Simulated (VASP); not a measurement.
Here is a VASP 6.6.1 calculation.

The input INCAR:

```
SYSTEM = AlGa3N4
PREC = Accurate
ENCUT = 520
EDIFF = 1E-7
ISMEAR = 0
SIGMA = 0.05
LREAL = .FALSE.
LASPH = .TRUE.
NELM = 80
ALGO = Normal
ISIF = 2
LWAVE = .FALSE.
LCHARG = .FALSE.
GGA = PS
NBANDS = 41
```

Contents of KPOINTS:

```
Automatic mesh
0
G
  6 8 6
  0 0 0
```

POSCAR

```
AlGa3N4
1.0
    5.1423511994      0.0000000000      0.0001215027
    0.0000000000      3.1649848006      0.0000000000
   -0.0035856898      0.0000000000      5.4784941377
Al Ga N
1 3 4
Direct
   -0.0100074444      0.5000000000      0.6724582476
    0.4977699148      0.5000000000      0.3354670120
    0.5001055632      0.0000000000      0.8314615384
    1.0015819274      0.0000000000      0.1665251122
    0.1293307873      0.5000000000      0.3000473318
    0.1160823470      0.0000000000      0.8542215659
    0.6117756604      0.0000000000      0.1496101879
    0.6450161763      0.5000000000      0.6823168762
```

Potentials or basis: VASP PAW PBE potentials, release 64 (Al, Ga_d, N).

Command:

```bash
$ cat potpaw_PBE.64/Al/POTCAR potpaw_PBE.64/Ga_d/POTCAR potpaw_PBE.64/N/POTCAR > POTCAR
$ mpirun -np 1 vasp_std > vasp.out
```

(1) What does it give for the pressure?

(2) Predict the largest force.

## Answers

(1) 4.0 GPa.

(2) 4.542 eV/Å.

Caveat: the cell differs from its parent crystal (mode 24 (697.0 1/cm) frozen in, largest displacement -0.225 Å); the PAW data sets were made with another functional, which shifts forces and pressure a little.
